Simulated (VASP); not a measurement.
Write the native input for VASP 6.6.1 that does the following.

```yaml
Task: single point
Functional: RPBE
Potentials_or_basis: VASP PAW PBE potentials, release 64 (V_sv)
Cutoff: 520 eV
k_mesh: 14 × 14 × 14
Occupations: fermi-dirac, width 0.1 eV
Spin: no spin polarisation
Dipole_correction: no
Further_INCAR_settings: ALGO = Normal; EDIFF = 1e-06; NBANDS = 12
```

The structure of V lies in POSCAR:

```
V
1.0
    2.5653532473      0.0000000000      0.0000000000
    0.0000000000      2.5653532473      0.0000000000
    0.0000000000      0.0000000000      2.5653532473
V
1
Direct
    0.0000000000      0.0000000000      0.0000000000
```

This cell differs from its parent crystal: volume scaled by 1.12.

These files were run (other wordings do the same):

INCAR

```
PREC = Accurate ; ENCUT = 520
EDIFF = 1E-6 ; ISMEAR = -1
SIGMA = 0.1 ; LREAL = False
LASPH = True ; NELM = 80
ALGO = Normal ; ISIF = 2
LWAVE = False ; LCHARG = False
GGA = RP ; NBANDS = 12
```

KPOINTS

```
Automatic mesh
0
Gamma
  14 14 14
```

Potentials or basis: VASP PAW PBE potentials, release 64 (V_sv).

Run with:

```sh
$ cat potpaw_PBE.64/V_sv/POTCAR > POTCAR
$ mpirun -np 1 vasp_std > vasp.out
```

Results of the run:

| Item | Value |
| --- | --- |
| Pressure | -10.9 GPa |

Caveat: the PAW data sets were made with another functional, which shifts forces and pressure a little.

It took 19 s on 1 thread of Intel Xeon 8259CL, on a shared host, peak memory 0.14 GiB.
